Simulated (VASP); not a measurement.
Input of a VASP 6.6.1 run:

The input INCAR:

```
ALGO = Normal
EDIFF = 1E-6
ENCUT = 500
GGA = PS
GGA_COMPAT = F
ISIF = 2
ISMEAR = 0
LASPH = T
LCHARG = F
LREAL = F
LWAVE = F
NBANDS = 14
NELM = 120
PREC = Accurate
SIGMA = 0.15
```

KPOINTS

```
k-points
0
Gamma
  24 24 14
```

The input POSCAR:

```
TiAl
1.0
    2.7054302201      0.0000000000      0.0000000000
   -1.3527151100      2.3429712988      0.0000000000
    0.0000000000      0.0000000000      4.6199447408
Ti Al
1 1
Direct
    0.0000000000      0.0000000000      0.0000000000
    0.3333333333      0.6666666667      0.5000000000
```

Potentials or basis: VASP PAW PBE potentials, release 64 (Ti_sv, Al).

The run is started by

```sh
$ cat potpaw_PBE.64/Ti_sv/POTCAR potpaw_PBE.64/Al/POTCAR > POTCAR
$ mpirun -np 1 vasp_std > vasp.out
```

(1) Predict the pressure.

(2) What does it give for the band gap on the k mesh?

## Answers

(1) 13.1 GPa.

(2) zero (an odd number of electrons rules out a gap without spin polarisation).

Caveat: the cell differs from its parent crystal (strain -0.0500 x Voigt [1, 1, 0, 0, 0, 0]); the cell stands under pressure; the PAW data sets were made with another functional, which shifts forces and pressure a little.
